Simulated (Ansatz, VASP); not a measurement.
KMgF3 in VASP and in Ansatz

```xyz
5
Lattice="3.8534 0.0000 0.0000 0.0000 3.8534 0.0000 0.0000 0.0000 3.8534" Properties=species:S:1:pos:R:3 pbc="T T T"
K     1.9267    1.9267    1.9267
Mg    0.0000    0.0000    0.0000
F     1.9267    0.0000    0.0000
F     0.0000    1.9267    0.0000
F     0.0000    0.0000    1.9267
```

Alike in both runs: task single point; functional PBEsol; k mesh 6 × 6 × 6; no spin polarisation.

```csv
,VASP,Ansatz
version,VASP 6.6.1,Ansatz 0.2.0
potentials or method,"VASP PAW PBE potentials, release 64 (K_sv, Mg, F), cutoff 520 eV","scalar-relativistic, plane waves, PAW"
occupations,"gaussian, width 0.01 eV",fixed
valence electrons in the cell,32,40
```

|  | VASP | Ansatz | Ansatz less VASP |
| --- | --- | --- | --- |
| gap on the k mesh at the Fermi level (eV) | 7.92 | 7.94 | +0.021 |
| least direct gap on the mesh (eV) | 8.24 | 8.26 | +0.019 |
| pressure (GPa) | 9.4 | 9.7 | +0.25 |

VASP's potentials were made for PBE, not for PBEsol. VASP's potentials hold 32 valence electrons a cell and Ansatz's 40, so a difference there can come from the potentials and not from the codes.
